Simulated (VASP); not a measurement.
Wanted: the native input for a VASP 6.6.1 run.

```
Task                   : single point
Functional             : r2SCAN
Potentials or basis    : VASP PAW PBE potentials, release 64 (H, Br)
Cutoff                 : 520 eV
k mesh                 : 10 × 10 × 10
Occupations            : gaussian, width 0.02 eV
Spin                   : no spin polarisation
Dipole correction      : no
Further INCAR settings : ALGO = Normal; EDIFF = 1e-06; NBANDS = 11
```

Crystal: HBr.

```
H Br
1.0
     0.00000    3.79720    3.80309
     1.66860    0.00000    3.80309
     1.66860    3.79720    0.00000
H Br
1 1
Direct
  0.00000 0.00000 0.00000
  0.50000 0.50000 0.50000
```

These files were run (other wordings do the same):

POSCAR

```
HBr
1.0
    0.0000000000      3.7972027724      3.8030864265
    1.6685951552      0.0000000000      3.8030864265
    1.6685951552      3.7972027724      0.0000000000
H Br
1 1
Direct
    0.0000000000      0.0000000000      0.0000000000
    0.5000000000      0.5000000000      0.5000000000
```

INCAR.step1

```
SYSTEM = HBr
  PREC = Accurate
  ENCUT = 520
  ISMEAR = 0
  SIGMA = 0.02
  LREAL = .False.
  LASPH = .True.
  NELM = 100
  NBANDS = 11
  GGA = PE
  ALGO = Normal
  EDIFF = 1E-4
  LWAVE = .True.
  LCHARG = .False.
```

INCAR.step2

```
SYSTEM = HBr
  PREC = Accurate
  ENCUT = 520
  EDIFF = 1E-6
  ISMEAR = 0
  SIGMA = 0.02
  LREAL = .False.
  LASPH = .True.
  NELM = 100
  ALGO = Normal
  ISIF = 2
  LWAVE = .False.
  LCHARG = .False.
  METAGGA = R2SCAN
  LMIXTAU = .True.
  NBANDS = 11
  ISTART = 1
```

KPOINTS

```
regular mesh
0
Gamma
  10 10 10
  0 0 0
```

Potentials or basis: VASP PAW PBE potentials, release 64 (H, Br).

Run with:

```console
$ cat potpaw_PBE.64/H/POTCAR potpaw_PBE.64/Br/POTCAR > POTCAR
$ cp INCAR.step1 INCAR
$ mpirun -np 1 vasp_std > vasp.out
$ cp INCAR.step2 INCAR
$ mpirun -np 1 vasp_std > vasp.out
```

Results of the run:

| Item | Value |
| --- | --- |
| Pressure | -0.1 GPa |
| Band gap on the k mesh | 1.72 eV, indirect (least direct gap 2.01 eV) |

Caveat: the PAW data sets were made with another functional, which shifts forces and pressure a little.

Wall time 4.5 min on 1 thread of Intel(R) Xeon(R) Platinum 8488C (Sapphire Rapids), with other jobs on the host, peak memory 0.26 GiB.
